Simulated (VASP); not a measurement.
# KBr (Pm-3m) in VASP: single point with r2SCAN

Aim: the single point of KBr with r2SCAN.

Program: VASP 6.6.1. These are calculated values, not measurements. Logs are shortened: lines on timing, memory, paths and dates and some standing lists are left out, and cuts for length are marked.

## Step 1: The cell of the first run

It takes space group Pm-3m (No. 221, cubic). Conventional cell: a = 4.148 Å, b = 4.148 Å, c = 4.148 Å, α = 90.00°, β = 90.00°, γ = 90.00°. K (site symmetry m-3m) has 8 Br at 3.59 Å and 6 K at 4.15 Å within 4.7 Å. Within 4.7 Å of Br (site symmetry m-3m) lie 8 K at 3.59 Å and 6 Br at 4.15 Å.

## Step 2: Single point, r2SCAN

POSCAR

```
KBr
1.0
   -1.3827633523      2.7655267045      2.7655267045
    2.7655267045     -1.3827633523      2.7655267045
    2.7655267045      2.7655267045     -1.3827633523
K Br
1 1
Direct
    0.0000000000      0.0000000000      0.0000000000
    0.5000000000      0.5000000000      0.5000000000
```

INCAR.step1

```
SYSTEM = KBr
ALGO     = Normal         ! electronic algorithm
EDIFF    = 1E-4           ! SCF threshold, eV
ENCUT    = 520            ! plane-wave cutoff, eV
GGA      = PE             ! functional
ISMEAR   = 0              ! smearing method
LASPH    = .True.         ! aspherical terms in the spheres
LCHARG   = .False.        ! write CHGCAR
LREAL    = .False.        ! projectors in reciprocal space
LWAVE    = .True.         ! write WAVECAR
NBANDS   = 15             ! bands
NELM     = 100            ! most SCF steps
PREC     = Accurate       ! precision mode
SIGMA    = 0.05           ! smearing width, eV
```

INCAR.step2

```
SYSTEM = KBr
ALGO     = Normal         ! electronic algorithm
EDIFF    = 1E-6           ! SCF threshold, eV
ENCUT    = 520            ! plane-wave cutoff, eV
ISIF     = 2              ! what is computed and relaxed
ISMEAR   = 0              ! smearing method
ISTART   = 1            
LASPH    = .True.         ! aspherical terms in the spheres
LCHARG   = .False.        ! write CHGCAR
LMIXTAU  = .True.       
LREAL    = .False.        ! projectors in reciprocal space
LWAVE    = .False.        ! write WAVECAR
METAGGA  = R2SCAN         ! meta-GGA
NBANDS   = 15             ! bands
NELM     = 100            ! most SCF steps
PREC     = Accurate       ! precision mode
SIGMA    = 0.05           ! smearing width, eV
```

KPOINTS

```
k-points
0
Gamma
  8 8 8
  0 0 0
```

Potentials or basis: VASP PAW PBE potentials, release 64 (K_sv, Br).

The run is started by

```bash
> cat potpaw_PBE.64/K_sv/POTCAR potpaw_PBE.64/Br/POTCAR > POTCAR
> cp INCAR.step1 INCAR
> mpirun -np 1 vasp_std > vasp.out
> cp INCAR.step2 INCAR
> mpirun -np 1 vasp_std > vasp.out
```

OUTCAR:

```text
SYSTEM = KBr
   EDIFF = 1E-6
   ENCUT = 520
   ISIF = 2
   ISMEAR = 0
   ISTART = 1
   LASPH = .True.
   LREAL = .False.
   METAGGA = R2SCAN
   NELM = 100
   PREC = Accurate

 ion  position               nearest neighbor table
   1  0.000  0.000  0.000-
   2  0.500  0.500  0.500-

  LATTYP: Found a simple cubic cell.
 ALAT       =     4.1482900568

  Lattice vectors:

 A1 = (  -1.3827633523,   2.7655267045,   2.7655267045)
 A2 = (   2.7655267045,  -1.3827633523,   2.7655267045)
 A3 = (   2.7655267045,   2.7655267045,  -1.3827633523)

Analysis of symmetry for initial positions (statically):
=====================================================================
 Subroutine PRICEL returns:
 Original cell was already a primitive cell.

 Routine SETGRP: Setting up the symmetry group for a
 simple cubic supercell.

 Subroutine GETGRP returns: Found 48 space group operations
 (whereof 48 operations were pure point group operations)
 out of a pool of 48 trial point group operations.

The static configuration has the point symmetry O_h .

Analysis of symmetry for dynamics (positions and initial velocities):
=====================================================================
 Subroutine PRICEL returns:
 Original cell was already a primitive cell.

 Routine SETGRP: Setting up the symmetry group for a
 simple cubic supercell.

 Subroutine GETGRP returns: Found 48 space group operations
 (whereof 48 operations were pure point group operations)
 out of a pool of 48 trial point group operations.

The dynamic configuration has the point symmetry O_h .

 Subroutine INISYM returns: Found 48 space group operations
 (whereof 48 operations are pure point group operations),
 and found     1 'primitive' translations

----------------------------------------------------------------------------------------

                                     Primitive cell

  volume of cell :      71.3851

  direct lattice vectors                    reciprocal lattice vectors
    -1.382763352  2.765526705  2.765526705    -0.080354394  0.160708788  0.160708788
     2.765526705 -1.382763352  2.765526705     0.160708788 -0.080354394  0.160708788
     2.765526705  2.765526705 -1.382763352     0.160708788  0.160708788 -0.080354394

  length of vectors
     4.148290057  4.148290057  4.148290057     0.241063182  0.241063182  0.241063182

  position of ions in fractional coordinates (direct lattice)
     0.000000000  0.000000000  0.000000000
     0.500000000  0.500000000  0.500000000

  ion indices of the primitive-cell ions
   primitive index   ion index
                 1           1
                 2           2

----------------------------------------------------------------------------------------

 KPOINTS: k-points

Automatic generation of k-mesh.
 Grid dimensions read from file:
 generate k-points for:    8    8    8

 Generating k-lattice:

  Cartesian coordinates                     Fractional coordinates (reciprocal lattice)
    -0.010044299  0.020088598  0.020088598     0.125000000 -0.000000000 -0.000000000
     0.020088598 -0.010044299  0.020088598    -0.000000000  0.125000000 -0.000000000
     0.020088598  0.020088598 -0.010044299    -0.000000000 -0.000000000  0.125000000

  Length of vectors
     0.030132898  0.030132898  0.030132898

  Shift w.r.t. Gamma in fractional coordinates (k-lattice)
     0.000000000  0.000000000  0.000000000

 Subroutine IBZKPT returns following result:
 ===========================================

 Found     35 irreducible k-points:

 Following reciprocal coordinates:
            Coordinates               Weight
  0.000000  0.000000  0.000000      1.000000
  0.125000  0.000000  0.000000      6.000000
  0.250000  0.000000  0.000000      6.000000
  0.375000  0.000000  0.000000      6.000000
  0.500000  0.000000  0.000000      3.000000
  0.125000  0.125000  0.000000     12.000000
[... 16 lines left out ...]
  0.375000  0.375000  0.125000     24.000000
  0.500000  0.375000  0.125000     24.000000
 [... further k-points ...]
   k-points           NKPTS =     35   k-points in BZ     NKDIM =     35   number of bands    NBANDS=     15
   number of dos      NEDOS =    301   number of ions     NIONS =      2
   total plane-waves  NPLWV =  32768
   dimension x,y,z NGX =    32 NGY =   32 NGZ =   32
   dimension x,y,z NGXF=    64 NGYF=   64 NGZF=   64
   ions per type =               1   1
   NGX,Y,Z   is equivalent  to a cutoff of  12.82, 12.82, 12.82 a.u.
   NGXF,Y,Z  is equivalent  to a cutoff of  25.65, 25.65, 25.65 a.u.
 SYSTEM =  KBr
   PREC   = accura    normal or accurate (medium, high low for compatibility)
   ISTART =      1    job   : 0-new  1-cont  2-samecut
   ICHARG =      0    charge: 1-file 2-atom 10-const
   ISPIN  =      1    spin polarized calculation?
   LNONCOLLINEAR =      F non collinear calculations
   LSORBIT =      F    spin-orbit coupling
   LASPH  =      T    aspherical Exc in radial PAW
   ENCUT  =  520.0 eV  38.22 Ry    6.18 a.u.   7.71  7.71  7.71*2*pi/ulx,y,z
   NELM   =    100;   NELMIN=  2; NELMDL=  0     # of ELM steps
   EDIFF  = 0.1E-05   stopping-criterion for ELM
   LREAL  =      F    real-space projection
   EDIFFG = 0.1E-04   stopping-criterion for IOM
   NSW    =      0    number of steps for IOM
   IBRION =     -1    ionic relax: 0-MD 1-quasi-New 2-CG
   NFREE  =      0    steps in history (QN), initial steepest desc. (CG)
   ISIF   =      2    stress and relaxation
   ISYM   =      2    0-nonsym 1-usesym 2-fastsym
   POTIM  = 0.5000    time-step for ionic-motion
   TEBEG  =    0.0;   TEEND  =   0.0 temperature during run
   PSTRESS=    0.0 pullay stress
   NELECT =      16.0000    total number of electrons
   NUPDOWN=      -1.0000    fix difference up-down
   EMIN   =  10.00;   EMAX   =-10.00  energy-range for DOS
   EFERMI =   0.00;   METHOD = LEGACY
   ISMEAR =     0;   SIGMA  =   0.05  broadening in eV -4-tet -1-fermi 0-gaus
   EFERMI_NEDOS =   21; number of points for ismear=-14 and -15
   IALGO  =     38    algorithm
   IMIX   =      4    mixing-type and parameters
     AMIX     =   0.40;   BMIX     =  1.00
     AMIX_MAG =   1.60;   BMIX_MAG =  1.00
  volume/ion in A,a.u.               =      35.69       240.87
  Fermi-wavevector in a.u.,A,eV,Ry     =   0.994441  1.879221 13.454978  0.988913
  Thomas-Fermi vector in A             =   2.126392
   LORBIT       =      0    0 simple, 1 ext, 2 COOP (PROOUT), +10 PAW based schemes
   METAGGA = R2SCAN    functional components
   LHFCALC =     F    Hartree Fock is set to
   AEXX    =    0.0000 exact exchange contribution
   IVDW    =     0    specifies the selected vdW correction
   LEPSILON=     F    determine dielectric tensor
   LRPA    =     F    only Hartree local field effects (RPA)
 non-spin polarized calculation
 Gauss-broadening in eV      SIGMA  =   0.05
  energy-cutoff  :      520.00
  volume of cell :       71.39
 maximum number of plane-waves:      1937
 NGX is ok and might be reduce to    32
   NGX = 15   NGY = 15   NGZ = 15

 number of electron      16.0000003 magnetization

 Free energy of the ion-electron system (eV)
  ---------------------------------------------------
  ext. energy  EPLUGINS =         0.00000000
  ---------------------------------------------------
  free energy    TOTEN  =       -23.09156155 eV

  energy without entropy =      -23.09156155  energy(sigma->0) =      -23.09156155

 E-fermi :  -1.2588     XC(G=0):  -7.8521

 val. band max:       -1.4971937173   @ k =   0.5000   0.5000   0.0000
 cond. band min:       2.8602089213   @ k =   0.0000   0.0000   0.0000
 fundamental gap:      4.3574026386
 Fermi energy:        -1.2587868814

 k-point     1 :       0.0000    0.0000    0.0000
  band No.  band energies     occupation
      1     -31.4322      2.00000
      2     -14.5701      2.00000
      3     -14.0905      2.00000
      4     -14.0905      2.00000
      5     -14.0905      2.00000
      6      -1.7345      2.00000
      7      -1.7345      2.00000
      8      -1.7345      2.00000
      9       2.8602      0.00000
     10       4.9987      0.00000
     11       4.9987      0.00000
     12       8.7934      0.00000
     13       8.7934      0.00000
     14       8.7934      0.00000
     15      11.3190      0.00000

 k-point     2 :       0.1250    0.0000    0.0000
  band No.  band energies     occupation
      1     -31.4312      2.00000
      2     -14.6016      2.00000
      3     -14.0885      2.00000
      4     -14.0885      2.00000
      5     -14.0552      2.00000
      6      -2.0148      2.00000
      7      -1.7283      2.00000
      8      -1.7283      2.00000
      9       3.2024      0.00000
     10       5.1140      0.00000
     11       5.2839      0.00000
     12       8.7389      0.00000
     13       8.7389      0.00000
     14       8.8571      0.00000
     15      10.7651      0.00000

 k-point     3 :       0.2500    0.0000    0.0000
  band No.  band energies     occupation
      1     -31.4288      2.00000
      2     -14.6676      2.00000
      3     -14.0837      2.00000
      4     -14.0837      2.00000
      5     -13.9792      2.00000
      6      -2.5758      2.00000
      7      -1.7134      2.00000
      8      -1.7134      2.00000
      9       3.9792      0.00000
     10       5.4474      0.00000
     11       5.9641      0.00000
     12       8.6582      0.00000
     13       8.6582      0.00000
     14       9.0245      0.00000
     15       9.6573      0.00000

 k-point     4 :       0.3750    0.0000    0.0000
  band No.  band energies     occupation
      1     -31.4264      2.00000
      2     -14.7250      2.00000
      3     -14.0788      2.00000
      4     -14.0788      2.00000
      5     -13.9104      2.00000
      6      -3.0382      2.00000
      7      -1.6986      2.00000
      8      -1.6986      2.00000
      9       4.8695      0.00000
     10       5.9326      0.00000
     11       6.4836      0.00000
     12       8.5945      0.00000
     13       8.6765      0.00000
     14       8.6765      0.00000
     15       9.2174      0.00000
[... 307 lines left out ...]
 k-point    22 :       0.5000    0.2500    0.1250
  band No.  band energies     occupation
      1     -31.4214      2.00000
      2     -14.5806      2.00000
      3     -14.1341      2.00000
      4     -14.0881      2.00000
      5     -13.9998      2.00000
      6      -2.9554      2.00000
      7      -2.2600      2.00000
      8      -1.7970      2.00000
      9       5.3687      0.00000
     10       6.0645      0.00000
     11       6.6670      0.00000
     12       7.6953      0.00000
     13       8.1922      0.00000
     14       8.1931      0.00000
     15       9.9287      0.00000

 k-point    23 :       0.3750    0.3750    0.1250
  band No.  band energies     occupation
      1     -31.4201      2.00000
      2     -14.4932      2.00000
      3     -14.1765      2.00000
      4     -14.0883      2.00000
      5     -14.0512      2.00000
      6      -2.7122      2.00000
      7      -2.6269      2.00000
      8      -1.7650      2.00000
      9       4.9443      0.00000
     10       6.0682      0.00000
     11       7.1368      0.00000
     12       7.2379      0.00000
     13       8.1793      0.00000
     14       8.3687      0.00000
     15      10.1092      0.00000

 k-point    24 :       0.5000    0.3750    0.1250
  band No.  band energies     occupation
      1     -31.4191      2.00000
      2     -14.4472      2.00000
      3     -14.1749      2.00000
      4     -14.1051      2.00000
      5     -14.0838      2.00000
      6      -2.8106      2.00000
      7      -2.6131      2.00000
      8      -1.7412      2.00000
      9       4.7619      0.00000
     10       6.0928      0.00000
     11       7.0411      0.00000
     12       7.2442      0.00000
     13       8.3754      0.00000
     14       8.6977      0.00000
     15       9.9615      0.00000

 [... further k-points ...]

------------------------ aborting loop because EDIFF is reached ----------------------------------------

  FORCE on cell =-STRESS in cart. coord.  units (eV):
  Direction    XX          YY          ZZ          XY          YZ          ZX
  --------------------------------------------------------------------------------------
  -------------------------------------------------------------------------------------
  Total       -0.7894533     -0.7894533     -0.7894533      0.0000000      0.0000000      0.0000000
  in kB      -17.7186114    -17.7186114    -17.7186114      0.0000000      0.0000000      0.0000000
  external PRESSURE =     -17.7186114 kB  Pullay stress =       0.0000000 kB

 VOLUME and BASIS-vectors are now :
 -----------------------------------------------------------------------------
  energy-cutoff  :      520.00
  volume of cell :       71.39
      direct lattice vectors                 reciprocal lattice vectors
    -1.382763352  2.765526705  2.765526705    -0.080354394  0.160708788  0.160708788
     2.765526705 -1.382763352  2.765526705     0.160708788 -0.080354394  0.160708788
     2.765526705  2.765526705 -1.382763352     0.160708788  0.160708788 -0.080354394

 POSITION                                       TOTAL-FORCE (eV/Angst)
 -----------------------------------------------------------------------------------
      0.00000      0.00000      0.00000        -0.000000      0.000000      0.000000
      2.07415      2.07415      2.07415         0.000000     -0.000000     -0.000000
 -----------------------------------------------------------------------------------
    total drift:                               -0.000000     -0.000000      0.000000

  FREE ENERGIE OF THE ION-ELECTRON SYSTEM (eV)
  ---------------------------------------------------
  free  energy   TOTEN  =       -23.0915615473 eV

  energy  without entropy=      -23.0915615473  energy(sigma->0) =      -23.09156155
```

It took 46 s on 1 thread of Intel Xeon 6975P-C (Granite Rapids), shared host; peak memory 0.2 GiB.

Results:

```
Free energy            : -23.0916 eV
Pressure               : -1.8 GPa
Band gap on the k mesh : 4.36 eV (least direct gap 4.59 eV)
```

Caveat: the PAW data sets were made with another functional, which shifts forces and pressure a little.
